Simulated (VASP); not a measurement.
# MgBe2SO2 (P4/mmm) in VASP: single point with PBE

Aim: the single point of MgBe2SO2 with PBE.

All numbers are computed with VASP 6.6.1; they aren't measurements. Logs are shortened: lines on timing, memory, paths and dates and some standing lists are left out, and cuts for length are marked.

## 1. The cell of the first run

The structure is tetragonal, space group P4/mmm (No. 123). The conventional cell has a = 4.351 Å, b = 4.351 Å, c = 4.142 Å, α = 90.00°, β = 90.00°, γ = 90.00°. Mg (site symmetry 4/mmm) has 2 S at 2.07 Å and 4 O at 2.18 Å within 2.7 Å. Be (site symmetry mmm) has 2 O at 2.07 Å and 2 S at 2.18 Å within 2.7 Å. S (site symmetry 4/mmm) has 2 Mg at 2.07 Å and 4 Be at 2.18 Å within 2.7 Å. O (site symmetry mmm) has 2 Be at 2.07 Å and 2 Mg at 2.18 Å within 2.7 Å.

The cell was generated, and may not be a known phase.

## 2. Single point, PBE, collinear spin, ferromagnetic start

File INCAR:

```
SYSTEM = MgBe2SO2
  ALGO = Normal
  EDIFF = 1E-6
  ENCUT = 840
  GGA = PE
  GGA_COMPAT = .FALSE.
  ISIF = 2
  ISMEAR = 0
  ISPIN = 2
  LASPH = .TRUE.
  LCHARG = .TRUE.
  LELF = .TRUE.
  LORBIT = 11
  LREAL = .FALSE.
  LVHAR = .TRUE.
  LWAVE = .FALSE.
  MAGMOM = 0 0 0 0 1 1
  NBANDS = 29
  NELM = 200
  PREC = Accurate
  SIGMA = 0.1
```

File KPOINTS:

```
k-points
0
G
  6 6 4
  0 0 0
```

File POSCAR:

```
MgBe2SO2
1.0
    4.3509964407      0.0000000000      0.0000000000
    0.0000000000      4.3509964407      0.0000000000
    0.0000000000      0.0000000000      4.1421353168
Mg Be S O
1 2 1 2
Direct
    0.5000000000      0.5000000000      0.5000000000
    0.0000000000      0.5000000000      0.0000000000
    0.5000000000      0.0000000000      0.0000000000
    0.5000000000      0.5000000000      0.0000000000
    0.0000000000      0.5000000000      0.5000000000
    0.5000000000      0.0000000000      0.5000000000
```

Potentials or basis: VASP PAW PBE potentials, release 64 (Mg_sv, Be, S, O).

Run with:

```console
$ cat potpaw_PBE.64/Mg_sv/POTCAR potpaw_PBE.64/Be/POTCAR potpaw_PBE.64/S/POTCAR potpaw_PBE.64/O/POTCAR > POTCAR
$ mpirun -np 1 vasp_std > vasp.out
```

OUTCAR:

```text
SYSTEM = MgBe2SO2
   EDIFF = 1E-6
   ENCUT = 840
   GGA = PE
   ISIF = 2
   ISMEAR = 0
   ISPIN = 2
   LASPH = .TRUE.
   LORBIT = 11
   LREAL = .FALSE.
   NELM = 200
   PREC = Accurate

 ion  position               nearest neighbor table
   1  0.500  0.500  0.500-   4 2.07   4 2.07
   2  0.000  0.500  0.000-   5 2.07   5 2.07   4 2.18   4 2.18
   3  0.500  0.000  0.000-   6 2.07   6 2.07   4 2.18   4 2.18
   4  0.500  0.500  0.000-   1 2.07   1 2.07   3 2.18   2 2.18   3 2.18   2 2.18
   5  0.000  0.500  0.500-   2 2.07   2 2.07
   6  0.500  0.000  0.500-   3 2.07   3 2.07

  LATTYP: Found a simple tetragonal cell.
 ALAT       =     4.3509964407
 C/A-ratio  =     0.9519969444

  Lattice vectors:

 A1 = (   4.3509964407,   0.0000000000,   0.0000000000)
 A2 = (   0.0000000000,   4.3509964407,   0.0000000000)
 A3 = (   0.0000000000,   0.0000000000,   4.1421353168)

Analysis of symmetry for initial positions (statically):
=====================================================================
 Subroutine PRICEL returns:
 Original cell was already a primitive cell.

 Routine SETGRP: Setting up the symmetry group for a
 simple tetragonal supercell.

 Subroutine GETGRP returns: Found 16 space group operations
 (whereof 16 operations were pure point group operations)
 out of a pool of 16 trial point group operations.

The static configuration has the point symmetry D_4h.

Analysis of symmetry for dynamics (positions and initial velocities):
=====================================================================
 Subroutine PRICEL returns:
 Original cell was already a primitive cell.

 Routine SETGRP: Setting up the symmetry group for a
 simple tetragonal supercell.

 Subroutine GETGRP returns: Found 16 space group operations
 (whereof 16 operations were pure point group operations)
 out of a pool of 16 trial point group operations.

The dynamic configuration has the point symmetry D_4h.

Analysis of structural, dynamic, and magnetic symmetry:
=====================================================================
 Subroutine PRICEL returns:
 Original cell was already a primitive cell.

 Routine SETGRP: Setting up the symmetry group for a
 simple tetragonal supercell.

 Subroutine GETGRP returns: Found 16 space group operations
 (whereof 16 operations were pure point group operations)
 out of a pool of 16 trial point group operations.

The overall configuration has the point symmetry D_4h.

 Subroutine INISYM returns: Found 16 space group operations
 (whereof 16 operations are pure point group operations),
 and found     1 'primitive' translations

----------------------------------------------------------------------------------------

                                     Primitive cell

  volume of cell :      78.4155

  direct lattice vectors                    reciprocal lattice vectors
     4.350996441  0.000000000  0.000000000     0.229832410  0.000000000  0.000000000
     0.000000000  4.350996441  0.000000000     0.000000000  0.229832410  0.000000000
     0.000000000  0.000000000  4.142135317     0.000000000  0.000000000  0.241421374

  length of vectors
     4.350996441  4.350996441  4.142135317     0.229832410  0.229832410  0.241421374

  position of ions in fractional coordinates (direct lattice)
     0.500000000  0.500000000  0.500000000
     0.000000000  0.500000000  0.000000000
     0.500000000  0.000000000  0.000000000
     0.500000000  0.500000000  0.000000000
     0.000000000  0.500000000  0.500000000
     0.500000000  0.000000000  0.500000000

  ion indices of the primitive-cell ions
   primitive index   ion index
                 1           1
                 2           2
                 3           3
                 4           4
                 5           5
                 6           6

----------------------------------------------------------------------------------------

 KPOINTS: k-points

Automatic generation of k-mesh.
 Grid dimensions read from file:
 generate k-points for:    6    6    4

[... 42 lines left out ...]
  0.333333  0.000000  0.500000      4.000000
  0.500000  0.000000  0.500000      2.000000
 [... further k-points ...]
   k-points           NKPTS =     30   k-points in BZ     NKDIM =     30   number of bands    NBANDS=     29
   number of dos      NEDOS =    301   number of ions     NIONS =      6
   total plane-waves  NPLWV =  70560
   dimension x,y,z NGX =    42 NGY =   42 NGZ =   40
   dimension x,y,z NGXF=    84 NGYF=   84 NGZF=   80
   ions per type =               1   2   1   2
   NGX,Y,Z   is equivalent  to a cutoff of  16.05, 16.05, 16.05 a.u.
   NGXF,Y,Z  is equivalent  to a cutoff of  32.10, 32.10, 32.11 a.u.
 SYSTEM =  MgBe2SO2
   PREC   = accura    normal or accurate (medium, high low for compatibility)
   ISTART =      0    job   : 0-new  1-cont  2-samecut
   ICHARG =      2    charge: 1-file 2-atom 10-const
   ISPIN  =      2    spin polarized calculation?
   LNONCOLLINEAR =      F non collinear calculations
   LSORBIT =      F    spin-orbit coupling
   LASPH  =      T    aspherical Exc in radial PAW
   ENCUT  =  840.0 eV  61.74 Ry    7.86 a.u.  10.28 10.28  9.79*2*pi/ulx,y,z
   NELM   =    200;   NELMIN=  2; NELMDL= -5     # of ELM steps
   EDIFF  = 0.1E-05   stopping-criterion for ELM
   LREAL  =      F    real-space projection
   EDIFFG = 0.1E-04   stopping-criterion for IOM
   NSW    =      0    number of steps for IOM
   IBRION =     -1    ionic relax: 0-MD 1-quasi-New 2-CG
   NFREE  =      0    steps in history (QN), initial steepest desc. (CG)
   ISIF   =      2    stress and relaxation
   ISYM   =      2    0-nonsym 1-usesym 2-fastsym
   POTIM  = 0.5000    time-step for ionic-motion
   TEBEG  =    0.0;   TEEND  =   0.0 temperature during run
   PSTRESS=    0.0 pullay stress
   NELECT =      32.0000    total number of electrons
   NUPDOWN=      -1.0000    fix difference up-down
   EMIN   =  10.00;   EMAX   =-10.00  energy-range for DOS
   EFERMI =   0.00;   METHOD = LEGACY
   ISMEAR =     0;   SIGMA  =   0.10  broadening in eV -4-tet -1-fermi 0-gaus
   EFERMI_NEDOS =   21; number of points for ismear=-14 and -15
   IALGO  =     38    algorithm
   IMIX   =      4    mixing-type and parameters
     AMIX     =   0.40;   BMIX     =  1.00
     AMIX_MAG =   1.60;   BMIX_MAG =  1.00
  volume/ion in A,a.u.               =      13.07        88.20
  Fermi-wavevector in a.u.,A,eV,Ry     =   1.214295  2.294685 20.061962  1.474513
  Thomas-Fermi vector in A             =   2.349719
   LORBIT       =     11    0 simple, 1 ext, 2 COOP (PROOUT), +10 PAW based schemes
   GGA     = PE    functional components
   LHFCALC =     F    Hartree Fock is set to
   AEXX    =    0.0000 exact exchange contribution
   IVDW    =     0    specifies the selected vdW correction
   LEPSILON=     F    determine dielectric tensor
   LRPA    =     F    only Hartree local field effects (RPA)
 spin polarized calculation
 Gauss-broadening in eV      SIGMA  =   0.10
  energy-cutoff  :      840.00
  volume of cell :       78.42
 maximum number of plane-waves:      4356
 NGX is ok and might be reduce to    42
   NGX = 21   NGY = 21   NGZ = 19

 number of electron      32.0000005 magnetization      -0.1015731

 number of electron      32.0000005 magnetization       0.0027106

 Free energy of the ion-electron system (eV)
  ---------------------------------------------------
  ext. energy  EPLUGINS =         0.00000000
  ---------------------------------------------------
  free energy    TOTEN  =       -26.97620205 eV

  energy without entropy =      -26.97122083  energy(sigma->0) =      -26.97371144

 E-fermi :   2.9736     XC(G=0):  -9.3935

 val. band max:        2.9719646876   @ k =   0.5000   0.5000   0.0000
 cond. band min:       2.9772319364   @ k =   0.5000   0.5000   0.0000
 fundamental gap:      0.0052672488
 Fermi energy:         2.9735569128

 spin component 1

 k-point     1 :       0.0000    0.0000    0.0000
  band No.  band energies     occupation
      1     -70.5586      1.00000
      2     -37.5123      1.00000
      3     -37.2402      1.00000
      4     -37.2402      1.00000
      5     -13.8188      1.00000
      6     -12.8482      1.00000
[... 733 lines left out ...]
     27      14.6513      0.00000
     28      15.4699      0.00000

 [... further k-points ...]

 spin component 2

 k-point     1 :       0.0000    0.0000    0.0000
  band No.  band energies     occupation
      1     -70.5586      1.00000
      2     -37.5123      1.00000
      3     -37.2402      1.00000
      4     -37.2402      1.00000
      5     -13.8168      1.00000
      6     -12.8455      1.00000
[... 733 lines left out ...]
     27      14.6510      0.00000
     28      15.4704      0.00000

 [... further k-points ...]

 [bands above 28 left out]

------------------------ aborting loop because EDIFF is reached ----------------------------------------

  FORCE on cell =-STRESS in cart. coord.  units (eV):
  Direction    XX          YY          ZZ          XY          YZ          ZX
  --------------------------------------------------------------------------------------
  -------------------------------------------------------------------------------------
  Total       -0.0307339     -0.0307339      0.1067026      0.0000000     -0.0000000      0.0000000
  in kB       -0.6279519     -0.6279519      2.1801383      0.0000000     -0.0000000      0.0000000
  external PRESSURE =       0.3080782 kB  Pullay stress =       0.0000000 kB

 VOLUME and BASIS-vectors are now :
 -----------------------------------------------------------------------------
  energy-cutoff  :      840.00
  volume of cell :       78.42
      direct lattice vectors                 reciprocal lattice vectors
     4.350996441  0.000000000  0.000000000     0.229832410  0.000000000  0.000000000
     0.000000000  4.350996441  0.000000000     0.000000000  0.229832410  0.000000000
     0.000000000  0.000000000  4.142135317     0.000000000  0.000000000  0.241421374

 POSITION                                       TOTAL-FORCE (eV/Angst)
 -----------------------------------------------------------------------------------
      2.17550      2.17550      2.07107         0.000000      0.000000      0.000000
      0.00000      2.17550      0.00000         0.000000      0.000000      0.000000
      2.17550      0.00000      0.00000         0.000000      0.000000      0.000000
      2.17550      2.17550      0.00000         0.000000      0.000000      0.000000
      0.00000      2.17550      2.07107         0.000000      0.000000      0.000000
      2.17550      0.00000      2.07107         0.000000      0.000000      0.000000
 -----------------------------------------------------------------------------------
    total drift:                                0.000000     -0.000000     -0.000000

  FREE ENERGIE OF THE ION-ELECTRON SYSTEM (eV)
  ---------------------------------------------------
  free  energy   TOTEN  =       -26.9762020460 eV

  energy  without entropy=      -26.9712208319  energy(sigma->0) =      -26.97371144

 total charge

# of ion       s       p       d       tot
------------------------------------------
    1        2.088   6.036   0.052   8.176
    2        0.296   0.408   0.000   0.704
    3        0.296   0.408   0.000   0.704
    4        1.327   2.676   0.000   4.003
    5        1.551   3.362   0.000   4.913
    6        1.551   3.362   0.000   4.913
--------------------------------------------------
tot          7.110  16.250   0.052  23.413

 magnetization (x)

# of ion       s       p       d       tot
------------------------------------------
    1       -0.000  -0.000  -0.000  -0.000
    2       -0.000  -0.000   0.000  -0.000
    3       -0.000  -0.000   0.000  -0.000
    4       -0.000  -0.000   0.000  -0.000
    5        0.000   0.001   0.000   0.001
    6        0.000   0.001   0.000   0.001
--------------------------------------------------
tot         -0.000   0.002  -0.000   0.002
```

Run time: 3.4 min. Hardware: 1 thread of AMD EPYC 9R45 (Zen 5), shared host; peak memory 0.41 GiB.

What came out:

```
Free energy                                           : -26.9762 eV
Pressure                                              : 0.0 GPa
Band gap on the k mesh                                : zero (filled and empty bands overlap)
Net moment                                            : 0.00 μB per cell
Valence electrons inside the program's atomic spheres : Mg 8.18; Be 0.70; S 4.00; O 4.91
```

Levels at points of the mesh, in eV from the Fermi level:
Spin up:
| k point | band 14 | band 15 | band 16 | band 17 | band 18 | band 19 |
| --- | --- | --- | --- | --- | --- | --- |
| (0.00, 0.00, 0.00) | -1.28 | -0.59 | -0.59 | 0.06 | 2.17 | 5.56 |
| (0.50, 0.00, 0.00) | -1.39 | -1.20 | -1.12 | 1.74 | 3.38 | 3.45 |
| (0.50, 0.50, 0.00) | -2.91 | -1.26 | 0.00 | 1.32 | 4.37 | 5.27 |
| (0.00, 0.00, 0.50) | -2.58 | -0.41 | -0.41 | 2.49 | 4.78 | 4.78 |
| (0.50, 0.00, 0.50) | -0.98 | -0.98 | -0.93 | 2.44 | 2.87 | 4.18 |
| (0.50, 0.50, 0.50) | -0.91 | -0.89 | -0.68 | 0.11 | 3.70 | 4.45 |
Spin down:
| k point | band 14 | band 15 | band 16 | band 17 | band 18 | band 19 |
| --- | --- | --- | --- | --- | --- | --- |
| (0.00, 0.00, 0.00) | -1.28 | -0.58 | -0.58 | 0.06 | 2.16 | 5.56 |
| (0.50, 0.00, 0.00) | -1.38 | -1.19 | -1.12 | 1.74 | 3.38 | 3.45 |
| (0.50, 0.50, 0.00) | -2.90 | -1.26 | 0.00 | 1.32 | 4.37 | 5.27 |
| (0.00, 0.00, 0.50) | -2.58 | -0.40 | -0.40 | 2.49 | 4.78 | 4.78 |
| (0.50, 0.00, 0.50) | -0.98 | -0.98 | -0.92 | 2.44 | 2.87 | 4.18 |
| (0.50, 0.50, 0.50) | -0.91 | -0.89 | -0.68 | 0.12 | 3.69 | 4.45 |

Caveat: the k points lie up to 0.38 Å⁻¹ apart; semilocal functionals underestimate gaps, and a narrow one can read as zero.
